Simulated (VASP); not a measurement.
Set up this calculation in VASP 6.6.1, as the native input.

```yaml
Task: single point
Functional: PBEsol
Potentials_or_basis: VASP PAW PBE potentials, release 64 (Mo_sv, Si)
Cutoff: 500 eV
k_mesh: 7 × 7 × 4
Occupations: fermi-dirac, width 0.05 eV
Spin: no spin polarisation
Hubbard_terms: Mo d U = 1.0 eV
Dipole_correction: no
Further_INCAR_settings: ALGO = Normal; EDIFF = 1e-06; NBANDS = 43
```

The structure of Si2Mo lies in POSCAR:

```
Si2Mo
1.0
    4.5728695582      0.0000000000      0.0000000000
   -2.2864347791      3.9602212056      0.0000000000
    0.0000000000      0.0000000000      6.5625981163
Mo Si
3 6
Direct
    0.5000000000      0.5000000000      0.8333333333
    0.0000000000      0.5000000000      0.1666666667
    0.5000000000      0.0000000000      0.5000000000
    0.1641387243      0.3282774485      0.5000000000
    0.6717225515      0.8358612757      0.1666666667
    0.8358612757      0.1641387243      0.8333333333
    0.8358612757      0.6717225515      0.5000000000
    0.3282774485      0.1641387243      0.1666666667
    0.1641387243      0.8358612757      0.8333333333
```

One way to write it, as run:

INCAR

```
SYSTEM = Si2Mo
ALGO = Normal ; EDIFF = 1E-6
ENCUT = 500 ; GGA = PS
GGA_COMPAT = .False. ; ISIF = 2
ISMEAR = -1 ; LASPH = .True.
LCHARG = .False. ; LDAU = .True.
LDAUJ = 0 0 ; LDAUL = 2 -1
LDAUPRINT = 1 ; LDAUTYPE = 2
LDAUU = 1 0 ; LMAXMIX = 4
LREAL = .False. ; LWAVE = .False.
NBANDS = 43 ; NELM = 200
PREC = Accurate ; SIGMA = 0.05
```

KPOINTS

```
k-points
0
Gamma
  7 7 4
  0 0 0
```

Potentials or basis: VASP PAW PBE potentials, release 64 (Mo_sv, Si).

Run with:

```sh
$ cat potpaw_PBE.64/Mo_sv/POTCAR potpaw_PBE.64/Si/POTCAR > POTCAR
$ mpirun -np 1 vasp_std > vasp.out
```

Results of the run:

```
Pressure               : 1.2 GPa
Largest force          : 0.015 eV/Å
Band gap on the k mesh : 0.32 eV (least direct gap 0.70 eV)
```

Caveat: the PAW data sets were made with another functional, which shifts forces and pressure a little; an odd mesh through Γ misses points on the zone boundary, where band edges can lie; the U is typed as a test and isn't derived for this compound.

It took 3.5 min on 1 thread of Intel Xeon 8259CL, with other jobs on the host, peak memory 0.28 GiB.
